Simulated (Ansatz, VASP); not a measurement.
# One calculation of SrO, two programs

```
Sr O
1.0
     0.00000    2.60007    2.60007
     2.60007    0.00000    2.60007
     2.60007    2.60007    0.00000
Sr O
1 1
Direct
  0.50000 0.50000 0.50000
  0.00000 0.00000 0.00000
```

Alike in both runs: task single point; functional PBEsol; k mesh 9 × 9 × 9; occupations fermi-dirac, width 0.05 eV; no spin polarisation.

|  | VASP | Ansatz |
| --- | --- | --- |
| version | VASP 6.6.1 | Ansatz 0.2.0 |
| potentials or method | VASP PAW PBE potentials, release 64 (Sr_sv, O) | Ansatz PAW |
| plane-wave cutoff (eV) | 520 | 420 |
| valence electrons in the cell | 16 | 16 |

|  | VASP | Ansatz | Ansatz less VASP |
| --- | --- | --- | --- |
| gap on the k mesh at the Fermi level (eV) | 3.23 | 3.28 | +0.044 |
| least direct gap on the mesh (eV) | 3.35 | 3.38 | +0.034 |
| pressure (GPa) | -3.3 | -3.8 | -0.52 |

VASP's potentials were made for PBE, not for PBEsol.

Noted on Ansatz's run: odd divisions of the mesh miss points on the zone boundary, where band edges often lie, so the gap on the mesh can be too wide.
